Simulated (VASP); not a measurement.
A run of VASP 6.6.1:

Contents of INCAR:

```
SYSTEM = WS2
  PREC = Accurate
  ENCUT = 520
  EDIFF = 1E-7
  ISMEAR = 0
  SIGMA = 0.05
  LREAL = .False.
  LASPH = .True.
  NELM = 60
  ALGO = Normal
  ISIF = 2
  LWAVE = .False.
  LCHARG = .False.
  LDIPOL = .True.
  IDIPOL = 3
  DIPOL = 0.5 0.5 0.394
  GGA = PE
  IVDW = 12
  NBANDS = 35
```

File KPOINTS:

```
Automatic mesh
0
Gamma
  9 9 1
  0 0 0
```

POSCAR

```
WS2
1.0
    3.1595457497      0.0000000000      0.0000000000
   -1.5797728749      2.7362468836      0.0000000000
    0.0000000000      0.0000000000     23.8042575719
S W
4 2
Direct
    0.3333333333      0.6666666667      0.1890418126
    0.3333333333      0.6666666667      0.3214605103
    0.5000000000      0.6666666667      0.4668126596
    0.5000000000      0.6666666667      0.5992313572
    0.6666666667      0.3333333333      0.2552511581
    0.8333333333      0.3333333333      0.5330220050
```

Potentials or basis: VASP PAW PBE potentials, release 64 (S, W_sv).

The run is started by

```console
$ cat potpaw_PBE.64/S/POTCAR potpaw_PBE.64/W_sv/POTCAR > POTCAR
$ mpirun -np 1 vasp_std > vasp.out
```

Hardware: 1 thread of Intel(R) Xeon(R) 6975P-C (Granite Rapids) (shared host).

Q: How long does it take, and how much memory?

A: It took 100 s on 1 thread of Intel(R) Xeon(R) 6975P-C (Granite Rapids) (shared host), peak memory 0.38 GiB. Counts: scf iterations 25, k points 25.
